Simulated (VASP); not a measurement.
# RbBr in VASP: a series of runs, part 2 of 2

VASP 6.6.1.

### Step 3. Single point, HSE06

This run uses another cell than the first one, of 41.45 Å³/atom.

Input file POSCAR:

```
RbBr
1.0
    0.0000000000      3.4608258933      3.4608258933
    3.4608258933      0.0000000000      3.4608258933
    3.4608258933      3.4608258933      0.0000000000
Rb Br
1 1
Direct
    0.0000000000      0.0000000000      0.0000000000
    0.5000000000      0.5000000000      0.5000000000
```

Input file INCAR.step1:

```
PREC = Accurate
ENCUT = 520
EDIFF = 1E-5
ISMEAR = 0
SIGMA = 0.01
LREAL = F
LASPH = T
NELM = 60
ALGO = Normal
ISIF = 2
LWAVE = T
LCHARG = F
GGA = PE
NBANDS = 15
```

Input file INCAR.step2:

```
PREC = Accurate
ENCUT = 520
EDIFF = 1E-6
ISMEAR = 0
SIGMA = 0.01
LREAL = F
LASPH = T
NELM = 60
ALGO = Normal
ISIF = 2
LWAVE = F
LCHARG = F
GGA = PE
LHFCALC = T
HFSCREEN = 0.2079
PRECFOCK = Normal
ISTART = 1
NBANDS = 15
```

Input file KPOINTS:

```
Automatic mesh
0
Gamma
  4 4 4
```

Potentials or basis: VASP PAW PBE potentials, release 64 (Rb_sv, Br).

Run with:

```bash
$ cat potpaw_PBE.64/Rb_sv/POTCAR potpaw_PBE.64/Br/POTCAR > POTCAR
$ cp INCAR.step1 INCAR
$ mpirun -np 1 vasp_std > vasp.out
$ cp INCAR.step2 INCAR
$ mpirun -np 1 vasp_std > vasp.out
```

OUTCAR:

```text
PREC = Accurate
   ENCUT = 520
   EDIFF = 1E-6
   ISMEAR = 0
   LREAL = F
   LASPH = T
   NELM = 60
   ISIF = 2
   GGA = PE
   LHFCALC = T
   HFSCREEN = 0.2079
   PRECFOCK = Normal
   ISTART = 1

 ion  position               nearest neighbor table
   1  0.000  0.000  0.000-   2 3.46   2 3.46   2 3.46   2 3.46   2 3.46   2 3.46
   2  0.500  0.500  0.500-   1 3.46   1 3.46   1 3.46   1 3.46   1 3.46   1 3.46

  LATTYP: Found a face centered cubic cell.
 ALAT       =     6.9216517866

  Lattice vectors:

 A1 = (   0.0000000000,   3.4608258933,   3.4608258933)
 A2 = (   3.4608258933,   0.0000000000,   3.4608258933)
 A3 = (   3.4608258933,   3.4608258933,   0.0000000000)

Analysis of symmetry for initial positions (statically):
=====================================================================
 Subroutine PRICEL returns:
 Original cell was already a primitive cell.

 Routine SETGRP: Setting up the symmetry group for a
 face centered cubic supercell.

 Subroutine GETGRP returns: Found 48 space group operations
 (whereof 48 operations were pure point group operations)
 out of a pool of 48 trial point group operations.

The static configuration has the point symmetry O_h .

Analysis of symmetry for dynamics (positions and initial velocities):
=====================================================================
 Subroutine PRICEL returns:
 Original cell was already a primitive cell.

 Routine SETGRP: Setting up the symmetry group for a
 face centered cubic supercell.

 Subroutine GETGRP returns: Found 48 space group operations
 (whereof 48 operations were pure point group operations)
 out of a pool of 48 trial point group operations.

The dynamic configuration has the point symmetry O_h .

 Subroutine INISYM returns: Found 48 space group operations
 (whereof 48 operations are pure point group operations),
 and found     1 'primitive' translations

----------------------------------------------------------------------------------------

                                     Primitive cell

  volume of cell :      82.9028

  direct lattice vectors                    reciprocal lattice vectors
     0.000000000  3.460825893  3.460825893    -0.144474185  0.144474185  0.144474185
     3.460825893  0.000000000  3.460825893     0.144474185 -0.144474185  0.144474185
     3.460825893  3.460825893  0.000000000     0.144474185  0.144474185 -0.144474185

  length of vectors
     4.894346915  4.894346915  4.894346915     0.250236629  0.250236629  0.250236629

  position of ions in fractional coordinates (direct lattice)
     0.000000000  0.000000000  0.000000000
     0.500000000  0.500000000  0.500000000

  ion indices of the primitive-cell ions
   primitive index   ion index
                 1           1
                 2           2

----------------------------------------------------------------------------------------

 KPOINTS: Automatic mesh

Automatic generation of k-mesh.
 Grid dimensions read from file:
 generate k-points for:    4    4    4

 Generating k-lattice:

[... 31 lines left out ...]
   ions per type =               1   1
   NGX,Y,Z   is equivalent  to a cutoff of  12.23, 12.23, 12.23 a.u.
   NGXF,Y,Z  is equivalent  to a cutoff of  24.46, 24.46, 24.46 a.u.
 SYSTEM =  unknown system
   PREC   = accura    normal or accurate (medium, high low for compatibility)
   ISTART =      1    job   : 0-new  1-cont  2-samecut
   ICHARG =      0    charge: 1-file 2-atom 10-const
   ISPIN  =      1    spin polarized calculation?
   LNONCOLLINEAR =      F non collinear calculations
   LSORBIT =      F    spin-orbit coupling
   LASPH  =      T    aspherical Exc in radial PAW
   ENCUT  =  520.0 eV  38.22 Ry    6.18 a.u.   9.10  9.10  9.10*2*pi/ulx,y,z
   NELM   =     60;   NELMIN=  2; NELMDL=  0     # of ELM steps
   EDIFF  = 0.1E-05   stopping-criterion for ELM
   LREAL  =      F    real-space projection
   EDIFFG = 0.1E-04   stopping-criterion for IOM
   NSW    =      0    number of steps for IOM
   IBRION =     -1    ionic relax: 0-MD 1-quasi-New 2-CG
   NFREE  =      0    steps in history (QN), initial steepest desc. (CG)
   ISIF   =      2    stress and relaxation
   ISYM   =      3    0-nonsym 1-usesym 2-fastsym
   POTIM  = 0.5000    time-step for ionic-motion
   TEBEG  =    0.0;   TEEND  =   0.0 temperature during run
   PSTRESS=    0.0 pullay stress
   NELECT =      16.0000    total number of electrons
   NUPDOWN=      -1.0000    fix difference up-down
   EMIN   =  10.00;   EMAX   =-10.00  energy-range for DOS
   EFERMI =   0.00;   METHOD = LEGACY
   ISMEAR =     0;   SIGMA  =   0.01  broadening in eV -4-tet -1-fermi 0-gaus
   EFERMI_NEDOS =   21; number of points for ismear=-14 and -15
   IALGO  =     38    algorithm
   IMIX   =      1    mixing-type and parameters
     AMIX     =   0.40;   BMIX     =  1.00
     AMIX_MAG =   1.60;   BMIX_MAG =  1.00
  volume/ion in A,a.u.               =      41.45       279.73
  Fermi-wavevector in a.u.,A,eV,Ry     =   0.946074  1.787820 12.177975  0.895056
  Thomas-Fermi vector in A             =   2.074037
   LORBIT       =      0    0 simple, 1 ext, 2 COOP (PROOUT), +10 PAW based schemes
   GGA     = PE    functional components
   LHFCALC =     T    Hartree Fock is set to
   PRECFOCK=normal    Normal, Fast or Accurate (Low or Medium for compatibility)
   ENCUT4O =  -1.0   cutoff for four orbital integrals eV
   NKREDX  =     1    reduce k-point grid by
   NKREDY  =     1    reduce k-point grid by
   NKREDZ  =     1    reduce k-point grid by
   AEXX    =    0.2500 exact exchange contribution
   HFSCREEN=    0.2079 screening length (either q_TF or 0.3 A-1)
   HFSCREENC=   0.2079 screening length for correlation (either q_TF or 0.3 A-1)
   ENCUTFOCK=  -1.0 apply spherical cutoff to Coloumb kernel
   IVDW    =     0    specifies the selected vdW correction
   LEPSILON=     F    determine dielectric tensor
   LRPA    =     F    only Hartree local field effects (RPA)
 non-spin polarized calculation
 Gauss-broadening in eV      SIGMA  =   0.01
  energy-cutoff  :      520.00
  volume of cell :       82.90
 maximum number of plane-waves:      2252
  NGX = 28; NGY = 28; NGZ = 28

 number of electron      15.9999997 magnetization

 Free energy of the ion-electron system (eV)
  ---------------------------------------------------
  ext. energy  EPLUGINS =         0.00000000
  ---------------------------------------------------
  free energy    TOTEN  =        -7.07242308 eV

  energy without entropy =       -7.07242308  energy(sigma->0) =       -7.07242308

 E-fermi :  -2.6580     XC(G=0):  -5.9841

 val. band max:       -2.7344240436   @ k =   0.0000   0.0000   0.0000
 cond. band min:       2.7078859689   @ k =   0.0000   0.0000   0.0000
 fundamental gap:      5.4423100125
 Fermi energy:        -2.6579608402

 k-point     1 :       0.0000    0.0000    0.0000
  band No.  band energies     occupation
      1     -28.8878      2.00000
      2     -15.9054      2.00000
      3     -11.8003      2.00000
      4     -11.8003      2.00000
      5     -11.8003      2.00000
      6      -2.7344      2.00000
      7      -2.7344      2.00000
      8      -2.7344      2.00000
      9       2.7079      0.00000
     10       5.7949      0.00000
     11       5.7949      0.00000
     12       5.7949      0.00000
     13       6.7499      0.00000
     14       6.7499      0.00000
[... 113 lines left out ...]
      2     -15.8732      2.00000
      3     -11.9192      2.00000
      4     -11.9192      2.00000
      5     -11.7791      2.00000
      6      -3.2154      2.00000
      7      -3.0921      2.00000
      8      -3.0921      2.00000
      9       5.5101      0.00000
     10       5.5101      0.00000
     11       6.7316      0.00000
     12       7.1466      0.00000
     13       9.5137      0.00000
     14       9.5530      0.00000
     15       9.5892      0.00000

------------------------ aborting loop because EDIFF is reached ----------------------------------------

  FORCE on cell =-STRESS in cart. coord.  units (eV):
  Direction    XX          YY          ZZ          XY          YZ          ZX
  --------------------------------------------------------------------------------------
  -------------------------------------------------------------------------------------
  Total        0.1635370      0.1635370      0.1635370      0.0000000      0.0000000     -0.0000000
  in kB        3.1605109      3.1605109      3.1605109      0.0000000      0.0000000     -0.0000000
  external PRESSURE =       3.1605109 kB  Pullay stress =       0.0000000 kB

 VOLUME and BASIS-vectors are now :
 -----------------------------------------------------------------------------
  energy-cutoff  :      520.00
  volume of cell :       82.90
      direct lattice vectors                 reciprocal lattice vectors
     0.000000000  3.460825893  3.460825893    -0.144474185  0.144474185  0.144474185
     3.460825893  0.000000000  3.460825893     0.144474185 -0.144474185  0.144474185
     3.460825893  3.460825893  0.000000000     0.144474185  0.144474185 -0.144474185

 POSITION                                       TOTAL-FORCE (eV/Angst)
 -----------------------------------------------------------------------------------
      0.00000      0.00000      0.00000        -0.000000      0.000000     -0.000000
      3.46083      3.46083      3.46083         0.000000     -0.000000      0.000000
 -----------------------------------------------------------------------------------
    total drift:                               -0.000000     -0.000000     -0.000000

  FREE ENERGIE OF THE ION-ELECTRON SYSTEM (eV)
  ---------------------------------------------------
  free  energy   TOTEN  =        -7.0724230810 eV

  energy  without entropy=       -7.0724230810  energy(sigma->0) =       -7.07242308
```

OSZICAR.step1:

```text
N       E                     dE             d eps       ncg     rms          rms(c)
DAV:   1     0.903271332011E+02    0.90327E+02   -0.64365E+03   240   0.885E+02
DAV:   2     0.447861562114E+00   -0.89879E+02   -0.82285E+02   332   0.169E+02
DAV:   3    -0.609146876211E+01   -0.65393E+01   -0.65124E+01   296   0.482E+01
DAV:   4    -0.633372647109E+01   -0.24226E+00   -0.24222E+00   387   0.821E+00
DAV:   5    -0.633528104603E+01   -0.15546E-02   -0.15546E-02   296   0.737E-01    0.277E+00
DAV:   6    -0.611358335427E+01    0.22170E+00   -0.27353E-01   317   0.236E+00    0.182E+00
DAV:   7    -0.609616892982E+01    0.17414E-01   -0.12750E-01   317   0.171E+00    0.937E-01
DAV:   8    -0.610825534966E+01   -0.12086E-01   -0.14172E-02   262   0.696E-01    0.113E-01
DAV:   9    -0.610863002315E+01   -0.37467E-03   -0.65915E-04   331   0.130E-01    0.715E-02
DAV:  10    -0.610908040752E+01   -0.45038E-03   -0.62331E-04   254   0.133E-01    0.311E-02
DAV:  11    -0.610907868304E+01    0.17245E-05   -0.38323E-05   303   0.302E-02
   1 F= -.61090787E+01 E0= -.61090787E+01  d E =-.226855E-45
```

Wall time 11 min (1 thread of Intel Xeon Platinum 8488C (Sapphire Rapids), shared host); peak memory 0.32 GiB.

What came out:

| Property | Result |
| --- | --- |
| Free energy | -7.0724 eV |
| Pressure | 0.3 GPa |
| Band gap on the k mesh | 5.44 eV |

Levels at points of the mesh, in eV from the valence-band top:
| k point | band 5 | band 6 | band 7 | band 8 | band 9 | band 10 | band 11 | band 12 |
| --- | --- | --- | --- | --- | --- | --- | --- | --- |
| (0.00, 0.00, 0.00) | -9.07 | 0.00 | 0.00 | 0.00 | 5.44 | 8.53 | 8.53 | 8.53 |
| (0.50, 0.00, 0.00) | -9.01 | -0.97 | -0.34 | -0.34 | 7.88 | 8.86 | 10.81 | 10.81 |
| (0.50, 0.50, 0.00) | -9.13 | -0.49 | -0.17 | -0.17 | 6.78 | 8.30 | 10.27 | 10.58 |

Caveat: the PAW data sets were made with another functional, which shifts forces and pressure a little.

### Step 4. Single point, PBE (strain -3.0%)

Input file INCAR:

```
SYSTEM = RbBr
PREC     = Accurate       ! precision mode
ENCUT    = 520            ! plane-wave cutoff, eV
EDIFF    = 1E-6           ! SCF threshold, eV
ISMEAR   = 0              ! smearing method
SIGMA    = 0.01           ! smearing width, eV
LREAL    = .False.        ! projectors in reciprocal space
LASPH    = .True.         ! aspherical terms in the spheres
NELM     = 100            ! most SCF steps
ALGO     = Normal         ! electronic algorithm
ISIF     = 2              ! what is computed and relaxed
LWAVE    = .False.        ! write WAVECAR
LCHARG   = .False.        ! write CHGCAR
GGA      = PE             ! functional
NBANDS   = 15             ! bands
```

Input file KPOINTS:

```
Automatic mesh
0
Gamma
  4 4 4
  0 0 0
```

Input file POSCAR:

```
RbBr
1.0
    0.0000000000      3.3570011165      3.3570011165
    3.3570011165      0.0000000000      3.3570011165
    3.3570011165      3.3570011165      0.0000000000
Rb Br
1 1
Direct
    0.0000000000      0.0000000000      0.0000000000
    0.5000000000      0.5000000000      0.5000000000
```

Run with:

```bash
$ cat potpaw_PBE.64/Rb_sv/POTCAR potpaw_PBE.64/Br/POTCAR > POTCAR
$ mpirun -np 1 vasp_std > vasp.out
```

Wall time 18 s (1 thread of Intel Xeon 8259CL, shared host); peak memory 0.2 GiB.

Results (log left out):

- Free energy: -6.0488 eV
- Pressure: 2.2 GPa
- Band gap on the k mesh: 4.52 eV

Levels at points of the mesh, in eV from the valence-band top:
| k point | band 4 | band 5 | band 6 | band 7 | band 8 | band 9 | band 10 | band 11 | band 12 | band 13 |
| --- | --- | --- | --- | --- | --- | --- | --- | --- | --- | --- |
| (0.00, 0.00, 0.00) | -8.37 | -8.37 | 0.00 | 0.00 | 0.00 | 4.52 | 7.29 | 7.29 | 7.29 | 8.22 |
| (0.50, 0.00, 0.00) | -8.38 | -8.31 | -1.10 | -0.42 | -0.42 | 6.97 | 7.93 | 9.67 | 9.67 | 10.36 |
| (0.50, 0.50, 0.00) | -8.47 | -8.47 | -0.49 | -0.16 | -0.16 | 5.54 | 7.37 | 9.32 | 9.53 | 9.69 |

Caveat: the cell differs from its parent crystal (strain -3.0%).

### Step 5. Single point, PBE

This run uses another cell than the first one, of 41.45 Å³/atom.

Input file INCAR:

```
ALGO     = Normal         # electronic algorithm
EDIFF    = 1E-7           # SCF threshold, eV
ENCUT    = 520            # plane-wave cutoff, eV
GGA      = PE             # functional
ISIF     = 2              # what is computed and relaxed
ISMEAR   = 0              # smearing method
LASPH    = T              # aspherical terms in the spheres
LCHARG   = F              # write CHGCAR
LREAL    = F              # projectors in reciprocal space
LWAVE    = F              # write WAVECAR
NBANDS   = 15             # bands
NELM     = 100            # most SCF steps
PREC     = Accurate       # precision mode
SIGMA    = 0.01           # smearing width, eV
```

Input file KPOINTS:

```
k-points
0
Gamma
  4 4 4
```

Input file POSCAR:

```
RbBr
1.0
    0.0000000000      3.4608258933      3.4608258933
    3.4608258933      0.0000000000      3.4608258933
    3.4608258933      3.4608258933      0.0000000000
Rb Br
1 1
Direct
    0.0000000000      0.0000000000      0.0000000000
    0.5000000000      0.5000000000      0.5000000000
```

Run with:

```bash
$ cat potpaw_PBE.64/Rb_sv/POTCAR potpaw_PBE.64/Br/POTCAR > POTCAR
$ mpirun -np 1 vasp_std > vasp.out
```

It took 19 s on 1 thread of Intel Xeon 8259CL, shared host; peak memory 0.2 GiB.

Results (log left out):

| Quantity | Value |
| --- | --- |
| Free energy | -6.1091 eV |
| Pressure | 0.6 GPa |
| Band gap on the k mesh | 4.29 eV |

Levels at points of the mesh, in eV from the valence-band top:
```tsv
k point	band 5	band 6	band 7	band 8	band 9	band 10	band 11	band 12
(0.00, 0.00, 0.00)	-8.55	0.00	0.00	0.00	4.29	7.27	7.27	7.27
(0.50, 0.00, 0.00)	-8.51	-0.94	-0.33	-0.33	6.74	7.61	9.40	9.40
(0.50, 0.50, 0.00)	-8.62	-0.47	-0.16	-0.16	5.64	7.02	9.05	9.15
```

### Step 6. Single point, PBE (uniaxial x strain -1.5%)

Input file INCAR:

```
PREC     = Accurate       # precision mode
ENCUT    = 520            # plane-wave cutoff, eV
EDIFF    = 1E-6           # SCF threshold, eV
ISMEAR   = 0              # smearing method
SIGMA    = 0.01           # smearing width, eV
LREAL    = F              # projectors in reciprocal space
LASPH    = T              # aspherical terms in the spheres
NELM     = 100            # most SCF steps
ALGO     = Normal         # electronic algorithm
ISIF     = 2              # what is computed and relaxed
LWAVE    = F              # write WAVECAR
LCHARG   = T              # write CHGCAR
GGA      = PE             # functional
LELF     = T              # ELF
LVHAR    = T            
NBANDS   = 15             # bands
```

Input file KPOINTS:

```
regular mesh
0
Gamma
  4 4 4
```

Input file POSCAR:

```
RbBr
1.0
    0.0000000000      3.4608258933      3.4608258933
    3.4089135049      0.0000000000      3.4608258933
    3.4089135049      3.4608258933      0.0000000000
Rb Br
1 1
Direct
    0.0000000000      0.0000000000      0.0000000000
    0.5000000000      0.5000000000      0.5000000000
```

Potentials or basis: VASP PAW PBE potentials, release 64 (Rb_sv, Br).

Run with:

```bash
$ cat potpaw_PBE.64/Rb_sv/POTCAR potpaw_PBE.64/Br/POTCAR > POTCAR
$ mpirun -np 1 vasp_std > vasp.out
```

Wall time 29 s (1 thread of Intel Xeon 8259CL, shared host); peak memory 0.2 GiB.

The run converged. Its results:

```yaml
Free_energy: -6.1025 eV
Pressure: 0.8 GPa
Band_gap_on_the_k_mesh: 4.31 eV
```

Stress tensor (GPa, compression positive):
```
1.13 0.00 0.00
0.00 0.64 0.00
0.00 0.00 0.64
```

Levels at points of the mesh, in eV from the valence-band top:
```
           k point  band 6  band 7  band 8  band 9  band 10  band 11
(0.00, 0.00, 0.00)   -0.02   -0.02    0.00    4.31     7.23     7.23
(0.50, 0.00, 0.00)   -0.98   -0.36   -0.35    6.76     7.65     9.43
(0.50, 0.50, 0.00)   -0.49   -0.17   -0.16    5.62     7.06     9.10
(0.00, 0.50, 0.50)   -0.46   -0.18   -0.18    5.60     7.08     9.16
```

Caveat: the cell differs from its parent crystal (uniaxial x strain -1.5%).

### Step 7. Summary

| level | cell | grid for exact exchange (PRECFOCK) | share of exact exchange | screening parameter | gap on the mesh (eV) | pressure (GPa) |
| --- | --- | --- | --- | --- | --- | --- |
| HSE06 | a = 4.748 Å, angles 60.0°, 2 atoms | Normal | 0.25 | 0.2079 1/Å | 5.70 | 1.9 |
| HSE06 | a = 4.894 Å, angles 60.0°, 2 atoms | Normal | 0.25 | 0.2079 1/Å | 5.44 | 0.3 |
| PBE | a = 4.748 Å, angles 60.0°, 2 atoms | - | - | - | 4.52 | 2.2 |
| PBE | a = 4.894 Å, angles 60.0°, 2 atoms | - | - | - | 4.29 | 0.6 |
| PBE | a = 4.894, b = 4.858, c = 4.858 Å, angles 60.5, 59.8, 59.8°, 2 atoms | - | - | - | 4.31 | 0.8 |

Alike in all rows: task single point; potentials or basis VASP PAW PBE potentials, release 64 (Rb_sv, Br); no spin polarisation; k mesh 4 × 4 × 4; cutoff (eV) 520; smearing gaussian 0.01 eV.

Caveats: the PAW data sets were made with another functional, which shifts forces and pressure a little (at least some runs).

Absolute energies hang on the potentials; compare differences alone.
